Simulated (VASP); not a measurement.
**ZnS: single point with RPBE**

The system is ZnS.

```xyz
2
Lattice="0.0000 2.6937 2.6937 2.6937 0.0000 2.6937 2.6937 2.6937 0.0000" Properties=species:S:1:pos:R:3 pbc="T T T"
Zn    0.0000    0.0000    0.0000
S     1.3468    1.3468    1.3468
```

```json
{"Program": "VASP 6.6.1", "Task": "single point", "Functional": "RPBE", "Potentials or basis": "VASP PAW PBE potentials, release 64 (Zn, S)", "Cutoff": "500 eV", "k mesh": "4 × 4 × 4", "Occupations": "methfessel-paxton, width 0.1 eV", "Spin": "no spin polarisation", "Dipole correction": "no", "Further INCAR settings": "ALGO = Normal; EDIFF = 1e-06; NBANDS = 16"}
```

```json
{
 "Pressure": "5.4 GPa",
 "Band gap on the k mesh": "2.32 eV, direct"
}
```

Levels at points of the mesh, in eV from the valence-band top:
| k point | band 7 | band 8 | band 9 | band 10 | band 11 | band 12 |
| --- | --- | --- | --- | --- | --- | --- |
| (0.00, 0.00, 0.00) | 0.00 | 0.00 | 0.00 | 2.32 | 6.43 | 6.43 |
| (0.50, 0.00, 0.00) | -5.31 | -0.88 | -0.88 | 3.44 | 6.96 | 6.96 |
| (0.50, 0.50, 0.00) | -4.56 | -2.24 | -2.24 | 3.52 | 4.16 | 11.23 |

Wall time 11 s on 1 thread of Intel(R) Xeon(R) Platinum 8259CL CPU @ 2.50GHz (Skylake/Cascade Lake), on a shared host, peak memory 0.15 GiB.

Caveat: the k points lie up to 0.51 Å⁻¹ apart; the PAW data sets were made with another functional, which shifts forces and pressure a little. Expect the measured gap to be larger: semilocal functionals such as RPBE lack the derivative discontinuity.
